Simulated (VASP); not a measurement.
# Ge (P6_3/mmc) in VASP: further runs, part 3 of 3

VASP 6.6.1. Earlier steps stand in the parts before.

### Step 5. Single point, PBE

Contents of INCAR:

```
SYSTEM = Ge
  PREC = Accurate
  ENCUT = 520
  EDIFF = 1E-6
  ISMEAR = 0
  SIGMA = 0.15
  LREAL = .FALSE.
  LASPH = .TRUE.
  NELM = 80
  ALGO = Fast
  ISIF = 2
  LWAVE = .FALSE.
  LCHARG = .FALSE.
  GGA = PE
  NBANDS = 66
```

Contents of KPOINTS:

```
regular mesh
0
G
  15 15 4
  0 0 0
```

Contents of POSCAR:

```
Ge
1.0
    4.0933312841      0.0000000000      0.0000000000
   -2.0466656421      3.5449288781      0.0000000000
    0.0000000000      0.0000000000     13.1580134127
Ge
8
Direct
    0.0000000000      0.0000000000      0.4095866298
    0.0000000000      0.0000000000      0.5904133702
    0.0000000000      0.0000000000      0.9095866298
    0.0000000000      0.0000000000      0.0904133702
    0.3333333333      0.6666666667      0.3442031336
    0.6666666667      0.3333333333      0.6557968664
    0.6666666667      0.3333333333      0.8442031336
    0.3333333333      0.6666666667      0.1557968664
```

Potentials or basis: VASP PAW PBE potentials, release 64 (Ge_d).

The run is started by

```sh
cat potpaw_PBE.64/Ge_d/POTCAR > POTCAR
mpirun -np 1 vasp_std > vasp.out
```

OUTCAR:

```text
SYSTEM = Ge
   PREC = Accurate
   ENCUT = 520
   EDIFF = 1E-6
   ISMEAR = 0
   LREAL = .FALSE.
   LASPH = .TRUE.
   NELM = 80
   ISIF = 2
   GGA = PE

 ion  position               nearest neighbor table
   1  0.000  0.000  0.410-   2 2.38   5 2.52   5 2.52   5 2.52
   2  0.000  0.000  0.590-   1 2.38   6 2.52   6 2.52   6 2.52
   3  0.000  0.000  0.910-   4 2.38   7 2.52   7 2.52   7 2.52
   4  0.000  0.000  0.090-   3 2.38   8 2.52   8 2.52   8 2.52
   5  0.333  0.667  0.344-   8 2.48   1 2.52   1 2.52   1 2.52
   6  0.667  0.333  0.656-   7 2.48   2 2.52   2 2.52   2 2.52
   7  0.667  0.333  0.844-   6 2.48   3 2.52   3 2.52   3 2.52
   8  0.333  0.667  0.156-   5 2.48   4 2.52   4 2.52   4 2.52

  LATTYP: Found a hexagonal cell.
 ALAT       =     4.0933312841
 C/A-ratio  =     3.2145000000

  Lattice vectors:

 A1 = (   4.0933312841,   0.0000000000,   0.0000000000)
 A2 = (  -2.0466656421,   3.5449288781,   0.0000000000)
 A3 = (   0.0000000000,   0.0000000000,  13.1580134127)

Analysis of symmetry for initial positions (statically):
=====================================================================
 Subroutine PRICEL returns:
 Original cell was already a primitive cell.

 Routine SETGRP: Setting up the symmetry group for a
 hexagonal supercell.

 Subroutine GETGRP returns: Found 24 space group operations
 (whereof 12 operations were pure point group operations)
 out of a pool of 24 trial point group operations.

The static configuration has the point symmetry D_3d.
 The point group associated with its full space group is D_6h.

Analysis of symmetry for dynamics (positions and initial velocities):
=====================================================================
 Subroutine PRICEL returns:
 Original cell was already a primitive cell.

 Routine SETGRP: Setting up the symmetry group for a
 hexagonal supercell.

[... 141 lines left out ...]
   LORBIT       =      0    0 simple, 1 ext, 2 COOP (PROOUT), +10 PAW based schemes
   GGA     = PE    functional components
   LHFCALC =     F    Hartree Fock is set to
   AEXX    =    0.0000 exact exchange contribution
   IVDW    =     0    specifies the selected vdW correction
   LEPSILON=     F    determine dielectric tensor
   LRPA    =     F    only Hartree local field effects (RPA)
 non-spin polarized calculation
 RMM-DIIS sequential band-by-band and
 Gauss-broadening in eV      SIGMA  =   0.15
  energy-cutoff  :      520.00
  volume of cell :      190.93
 maximum number of plane-waves:      5181
   NGX = 15   NGY = 15   NGZ = 49

 number of electron     111.9999909 magnetization

 Free energy of the ion-electron system (eV)
  ---------------------------------------------------
  ext. energy  EPLUGINS =         0.00000000
  ---------------------------------------------------
  free energy    TOTEN  =       -35.97456726 eV

  energy without entropy =      -35.97193389  energy(sigma->0) =      -35.97325057

 E-fermi :   4.5829     XC(G=0):  -9.6744

 val. band max:        4.5709782489   @ k =   0.0667   0.0000   0.0000
 cond. band min:       4.6488104566   @ k =   0.4667   0.0000   0.0000
 fundamental gap:      0.0778322077
 Fermi energy:         4.5828583129

 k-point     1 :       0.0000    0.0000    0.0000
  band No.  band energies     occupation
      1     -20.3166      2.00000
      2     -20.3151      2.00000
      3     -20.2914      2.00000
      4     -20.2914      2.00000
      5     -20.2810      2.00000
      6     -20.2810      2.00000
[... 1645 lines left out ...]
     65       8.8522      0.00000
     66       9.9889      0.00000

 [... further k-points ...]

------------------------ aborting loop because EDIFF is reached ----------------------------------------

  FORCE on cell =-STRESS in cart. coord.  units (eV):
  Direction    XX          YY          ZZ          XY          YZ          ZX
  --------------------------------------------------------------------------------------
  -------------------------------------------------------------------------------------
  Total       -1.7799568     -1.7799568      4.4382414      0.0000000      0.0000000      0.0000000
  in kB      -14.9363783    -14.9363783     37.2431801      0.0000000      0.0000000      0.0000000
  external PRESSURE =       2.4568078 kB  Pullay stress =       0.0000000 kB

 VOLUME and BASIS-vectors are now :
 -----------------------------------------------------------------------------
  energy-cutoff  :      520.00
  volume of cell :      190.93
      direct lattice vectors                 reciprocal lattice vectors
     4.093331284  0.000000000  0.000000000     0.244299797  0.141046553  0.000000000
    -2.046665642  3.544928878  0.000000000     0.000000000  0.282093107  0.000000000
     0.000000000  0.000000000 13.158013413     0.000000000  0.000000000  0.075999315

 POSITION                                       TOTAL-FORCE (eV/Angst)
 -----------------------------------------------------------------------------------
      0.00000      0.00000      5.38935         0.000000      0.000000     -0.952985
      0.00000      0.00000      7.76867        -0.000000     -0.000000      0.952985
      0.00000      0.00000     11.96835        -0.000000      0.000000     -0.952985
      0.00000      0.00000      1.18966         0.000000     -0.000000      0.952985
     -0.00000      2.36329      4.52903         0.000000      0.000000      0.314239
      2.04667      1.18164      8.62898        -0.000000     -0.000000     -0.314239
      2.04667      1.18164     11.10804         0.000000     -0.000000      0.314239
     -0.00000      2.36329      2.04998        -0.000000      0.000000     -0.314239
 -----------------------------------------------------------------------------------
    total drift:                               -0.000000      0.000000      0.000000

  FREE ENERGIE OF THE ION-ELECTRON SYSTEM (eV)
  ---------------------------------------------------
  free  energy   TOTEN  =       -35.9745672597 eV

  energy  without entropy=      -35.9719338866  energy(sigma->0) =      -35.97325057
```

stdout:

```text
POSCAR found type information on POSCAR Ge
 POSCAR found :  1 types and       8 ions
 scaLAPACK will be used
 LDA part: xc-table for (Slater+PW92), standard interpolation
 POSCAR, INCAR and KPOINTS ok, starting setup
 FFT: planning ... GRIDC
 FFT: planning ... GRID_SOFT
 FFT: planning ... GRID
 WAVECAR not read
 entering main loop
WARNING in EDDRMM: call to ZHEGV failed, returncode =   8  4     55
WARNING in EDDRMM: call to ZHEGV failed, returncode =   6  3     47
WARNING in EDDRMM: call to ZHEGV failed, returncode =   8  4     61
WARNING in EDDRMM: call to ZHEGV failed, returncode =   6  3     54
WARNING in EDDRMM: call to ZHEGV failed, returncode =   6  3     52
WARNING in EDDRMM: call to ZHEGV failed, returncode =   6  3     55
```

It took 16 min on 1 thread of Oxide Virtual Turin-like, shared host; peak memory 0.7 GiB.

Results:

```yaml
Free_energy: -35.9746 eV
Pressure: 0.2 GPa
Largest_force: 0.953 eV/Å
Band_gap_on_the_k_mesh: zero (bands 56 and 57 overlap by 0.03 eV)
```

Forces in eV/Å, atoms in the order of the input:
```
Ge   0.000  0.000 -0.953
Ge   0.000  0.000  0.953
Ge   0.000  0.000 -0.953
Ge   0.000  0.000  0.953
Ge   0.000  0.000  0.314
Ge   0.000  0.000 -0.314
Ge   0.000  0.000  0.314
Ge   0.000  0.000 -0.314
```

Levels at points of the mesh, in eV from the Fermi level:
```tsv
k point	band 53	band 54	band 55	band 56	band 57	band 58	band 59	band 60
(0.00, 0.00, 0.00)	-0.91	-0.48	-0.31	-0.21	0.07	0.07	0.31	0.59
(0.00, 0.00, 0.50)	-0.31	-0.31	-0.31	-0.31	-0.04	-0.04	0.85	0.85
```

Caveat: semilocal functionals underestimate gaps, so a narrow gap can read as zero.

### Step 6. Single point, PBE

This run uses another cell than the first one, of the same volume but with other edges.

Contents of INCAR:

```
PREC = Accurate ; ENCUT = 520
EDIFF = 1E-6 ; ISMEAR = 0
SIGMA = 0.15 ; LREAL = F
LASPH = T ; NELM = 60
ALGO = Fast ; ISIF = 2
LWAVE = F ; LCHARG = F
GGA = PE ; NBANDS = 66
```

Contents of KPOINTS:

```
regular mesh
0
Gamma
  15 15 4
```

Changes to POSCAR since step 5:

```diff
@@ -2,5 +2,5 @@
 1.0
-    4.0933312841      0.0000000000      0.0000000000
-   -2.0466656421      3.5449288781      0.0000000000
-    0.0000000000      0.0000000000     13.1580134127
+    4.0130515014      0.0000000000      0.0000000000
+   -2.0065257507      3.4754045469      0.0000000000
+    0.0000000000      0.0000000000     13.6897225868
 Ge
```

Potentials or basis: VASP PAW PBE potentials, release 64 (Ge_d).

The run is started by

```sh
cat potpaw_PBE.64/Ge_d/POTCAR > POTCAR
mpirun -np 1 vasp_std > vasp.out
```

It took 16 min on 1 thread of Oxide Virtual Turin-like, shared host; peak memory 0.72 GiB.

It converged, with:

- Free energy: -35.9956 eV
- Pressure: 0.0 GPa
- Largest force: 0.309 eV/Å
- Band gap on the k mesh: zero (bands 56 and 57 overlap by 0.19 eV)

Forces on the atoms (eV/Å):
```
Ge   0.000  0.000 -0.309
Ge   0.000  0.000  0.309
Ge   0.000  0.000 -0.309
Ge   0.000  0.000  0.309
Ge   0.000  0.000 -0.130
Ge   0.000  0.000  0.130
Ge   0.000  0.000 -0.130
Ge   0.000  0.000  0.130
```

Stress tensor (GPa, compression positive):
```
 1.34  0.00  0.00
 0.00  1.34  0.00
 0.00  0.00 -2.75
```

Levels at points of the mesh, in eV from the Fermi level:
```csv
k point,band 52,band 53,band 54,band 55,band 56,band 57,band 58,band 59,band 60,band 61
"(0.00, 0.00, 0.00)",-0.70,-0.70,-0.60,-0.38,0.08,0.08,0.27,0.69,0.89,2.39
"(0.00, 0.00, 0.50)",-1.10,-0.21,-0.21,-0.21,-0.21,0.40,0.40,1.04,1.04,2.83
```

Caveat: semilocal functionals underestimate gaps, so a narrow gap can read as zero.

### Step 7. Overview

```tsv
cell	further INCAR settings	gap on the mesh (eV)	pressure (GPa)	largest force (eV/Å)
a = 4.122, b = 4.122, c = 12.978 Å, angles 90.0, 90.0, 120.0°, 8 atoms, atomic positions A	ALGO = Fast; EDIFF = 1e-06; NBANDS = 66	none	0.6	1.60
a = 4.180, b = 4.180, c = 12.615 Å, angles 90.0, 90.0, 120.0°, 8 atoms, atomic positions B	ALGO = Fast; EDIFF = 1e-06; NBANDS = 66	none	3.2	4.73
a = 4.039, b = 4.039, c = 13.514 Å, angles 90.0, 90.0, 120.0°, 8 atoms, atomic positions B	ALGO = Fast; EDIFF = 1e-07; NBANDS = 66	none	0.7	2.28
a = 4.093, b = 4.093, c = 13.158 Å, angles 90.0, 90.0, 120.0°, 8 atoms, atomic positions C	ALGO = Fast; EDIFF = 1e-06; NBANDS = 66	none	0.2	0.95
a = 4.013, b = 4.013, c = 13.690 Å, angles 90.0, 90.0, 120.0°, 8 atoms, atomic positions C	ALGO = Fast; EDIFF = 1e-06; NBANDS = 66	none	0.0	0.31
```

Alike in all rows: task single point; level PBE; potentials or basis VASP PAW PBE potentials, release 64 (Ge_d); no spin polarisation; k mesh 15 × 15 × 4; cutoff (eV) 520; smearing gaussian 0.15 eV.

Caveats: semilocal functionals underestimate gaps, so a narrow gap can read as zero; forces of over 1 eV/Å act on the atoms, so gaps and moduli don't describe the material at rest (at least some runs); the cell stands under pressure (at least some runs).

Absolute energies hang on the potentials; compare differences alone.
